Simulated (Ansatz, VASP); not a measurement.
# One calculation of Pt, two programs

File POSCAR:

```
Pt
1.0
    0.0000000000      2.8235457369      2.8235457369
    2.8235457369      0.0000000000      2.8235457369
    2.8235457369      2.8235457369      0.0000000000
Pt
2
Direct
    0.1250000000      0.1250000000      0.1250000000
    0.8750000000      0.8750000000      0.8750000000
```

Contents of INCAR.step1:

```
ALGO     = Normal         # electronic algorithm
EDIFF    = 1E-4           # SCF threshold, eV
ENCUT    = 520            # plane-wave cutoff, eV
GGA      = PE             # functional
ISMEAR   = -1             # smearing method
LASPH    = T              # aspherical terms in the spheres
LCHARG   = F              # write CHGCAR
LREAL    = F              # projectors in reciprocal space
LWAVE    = T              # write WAVECAR
NBANDS   = 17             # bands
NELM     = 80             # most SCF steps
PREC     = Accurate       # precision mode
SIGMA    = 0.1            # smearing width, eV
```

The input INCAR.step2:

```
ALGO     = Normal         # electronic algorithm
EDIFF    = 1E-6           # SCF threshold, eV
ENCUT    = 520            # plane-wave cutoff, eV
ISIF     = 2              # what is computed and relaxed
ISMEAR   = -1             # smearing method
ISTART   = 1            
LASPH    = T              # aspherical terms in the spheres
LCHARG   = F              # write CHGCAR
LMIXTAU  = T            
LREAL    = F              # projectors in reciprocal space
LWAVE    = F              # write WAVECAR
METAGGA  = R2SCAN         # meta-GGA
NBANDS   = 17             # bands
NELM     = 80             # most SCF steps
PREC     = Accurate       # precision mode
SIGMA    = 0.1            # smearing width, eV
```

KPOINTS

```
k-points
0
Gamma
  11 11 11
```

Input for Ansatz:

```yaml
crystal:
  lattice:
    - [0.0, 2.8235457369, 2.8235457369]
    - [2.8235457369, 0.0, 2.8235457369]
    - [2.8235457369, 2.8235457369, 0.0]
  atoms:
    - { symbol: Pt, position: [0.125, 0.125, 0.125] }
    - { symbol: Pt, position: [0.875, 0.875, 0.875] }
hamiltonian:
  xc: r2scan
  pseudopotentials:
    kind: paw
    azcp:
      Pt: "pseudopotentials/Pt.paw.azcp"
basis:
  ecutwfc: 500
  fft_grid_basis: typed
kpoints:
  mp_grid: { grid: [11, 11, 11], shift: [0, 0, 0] }
magnetization:
  spin_polarized: false
scf:
  occupations: { method: fermi_dirac, width: 0.1 }
  lower_state_search: "off"
output:
  stress: true
```

Alike in both runs: task single point; functional r2SCAN; k mesh 11 × 11 × 11; occupations fermi-dirac, width 0.1 eV; no spin polarisation.

|  | VASP | Ansatz |
| --- | --- | --- |
| version | VASP 6.6.1 | Ansatz 0.2.0 |
| potentials or method | VASP PAW PBE potentials, release 64 (Pt), cutoff 520 eV | plane waves (500 eV) with PAW, scalar-relativistic |
| valence electrons in the cell | 20 | 36 |

```csv
,VASP,Ansatz,Ansatz less VASP
pressure (GPa),5.9,5.9,-0.01
```

VASP's potentials were made for PBE, not for r2SCAN. VASP's potentials hold 20 valence electrons a cell and Ansatz's 36, so a difference there can come from the potentials and not from the codes.

Neither program's run includes spin-orbit coupling.
